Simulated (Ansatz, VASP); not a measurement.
One calculation of W, two programs

The input INCAR:

```
ALGO     = Fast           # electronic algorithm
EDIFF    = 1E-7           # SCF threshold, eV
ENCUT    = 520            # plane-wave cutoff, eV
GGA      = PS             # functional
ISIF     = 2              # what is computed and relaxed
ISMEAR   = 0              # smearing method
LASPH    = T              # aspherical terms in the spheres
LCHARG   = F              # write CHGCAR
LREAL    = F              # projectors in reciprocal space
LWAVE    = F              # write WAVECAR
NBANDS   = 36             # bands
NELM     = 80             # most SCF steps
PREC     = Accurate       # precision mode
SIGMA    = 0.1            # smearing width, eV
```

The input KPOINTS:

```
k-points
0
Gamma
  9 9 2
```

The input POSCAR:

```
W
1.0
    2.9009331593      0.0000000000      0.0000000000
   -1.4504665796      2.5122818107      0.0000000000
    0.0000000000      0.0000000000      9.3560820043
W
4
Direct
    0.0000000000      0.0000000000      0.0000000000
    0.0000000000      0.0000000000      0.5000000000
    0.3333333333      0.6666666667      0.7500000000
    0.6666666667      0.3333333333      0.2500000000
```

Input for Ansatz:

```yaml
crystal:
  lattice:
    - [2.9009331593, 0.0, 0.0]
    - [-1.4504665796, 2.5122818107, 0.0]
    - [0.0, 0.0, 9.3560820043]
  atoms:
    - { symbol: W, position: [0.0, 0.0, 0.0] }
    - { symbol: W, position: [0.0, 0.0, 0.5] }
    - { symbol: W, position: [0.3333333333, 0.6666666667, 0.75] }
    - { symbol: W, position: [0.6666666667, 0.3333333333, 0.25] }
basis:
  ecutwfc: 420
kpoints:
  mp_grid: { grid: [9, 9, 2] }
hamiltonian:
  xc: pbesol
scf:
  occupations: { method: gaussian, width: 0.1 }
  lower_state_search: "off"
output:
  forces: true
  stress: true
  eigenvalues: true
```

Alike in both runs: task single point; functional PBEsol; k mesh 9 × 9 × 2; occupations gaussian, width 0.1 eV; no spin polarisation.

|  | VASP | Ansatz |
| --- | --- | --- |
| version | VASP 6.6.1 | Ansatz 0.2.0 |
| potentials or method | VASP PAW PBE potentials, release 64 (W_sv), cutoff 520 eV | scalar-relativistic, plane waves, PAW |
| valence electrons in the cell | 56 | 56 |

```tsv
	VASP	Ansatz	Ansatz less VASP
gap on the k mesh at the Fermi level (eV)	none	none	-
pressure (GPa)	-16.8	-17.2	-0.42
traceless stress, the component that is largest in VASP (GPa)	6.11	5.98	-0.125
```

VASP's potentials were made for PBE, not for PBEsol. A gap of «none» marks a metal or a gap that the smearing closes. With one functional, cell and mesh, what is left measures potentials, basis and numerics.

Spin-orbit coupling is off throughout.
